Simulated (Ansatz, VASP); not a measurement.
**Cu in VASP and in Ansatz**

File INCAR:

```
PREC     = Accurate       # precision mode
ENCUT    = 520            # plane-wave cutoff, eV
EDIFF    = 1E-6           # SCF threshold, eV
ISMEAR   = 0              # smearing method
SIGMA    = 0.15           # smearing width, eV
LREAL    = False          # projectors in reciprocal space
LASPH    = True           # aspherical terms in the spheres
NELM     = 100            # most SCF steps
ALGO     = Normal         # electronic algorithm
ISIF     = 2              # what is computed and relaxed
LWAVE    = False          # write WAVECAR
LCHARG   = False          # write CHGCAR
GGA      = CA             # functional
NBANDS   = 12             # bands
```

The input KPOINTS:

```
regular mesh
0
Gamma
  22 22 22
```

The input POSCAR:

```
Cu
1.0
   -1.4452500000      1.4452500000      1.3913500000
    1.4452500000     -1.4452500000      1.3913500000
    1.4452500000      1.4452500000     -1.3913500000
Cu
1
Direct
    0.0000000000      0.0000000000      0.0000000000
```

Input for Ansatz:

```yaml
crystal:
  lattice:
    - [-1.44525, 1.44525, 1.39135]
    - [1.44525, -1.44525, 1.39135]
    - [1.44525, 1.44525, -1.39135]
  atoms:
    - { symbol: Cu, position: [0.0, 0.0, 0.0] }
basis:
  ecutwfc: 520.0
kpoints:
  mp_grid: { grid: [22, 22, 22] }
hamiltonian:
  xc: lda
  pseudopotentials: { kind: paw, azcp: { folder: soft_1 } }
scf:
  occupations: { method: gaussian, width: 0.15 }
output:
  forces: true
  stress: true
  eigenvalues: true
```

Alike in both runs: task single point; functional LDA; k mesh 22 × 22 × 22; occupations gaussian, width 0.15 eV; no spin polarisation.

|  | VASP | Ansatz |
| --- | --- | --- |
| version | VASP 6.6.1 | Ansatz 0.2.0 |
| potentials or method | VASP PAW LDA potentials, release 64 (Cu), cutoff 520 eV | scalar-relativistic, plane waves, PAW |
| valence electrons in the cell | 11 | 19 |

|  | VASP | Ansatz | Ansatz less VASP |
| --- | --- | --- | --- |
| gap on the k mesh at the Fermi level (eV) | none | none | - |
| pressure (GPa) | -9.0 | -9.9 | -0.86 |
| traceless stress, the component that is largest in VASP (GPa) | -0.41 | -0.39 | +0.024 |

Ansatz warns that its potentials were made for another functional, while VASP's fit it. LDA's correlation is that of Perdew and Zunger in VASP and of Perdew and Wang (1992) in Ansatz. A gap of «none» marks a metal or a gap that the smearing closes. VASP's potentials hold 11 valence electrons a cell and Ansatz's 19, so a difference there can come from the potentials and not from the codes.
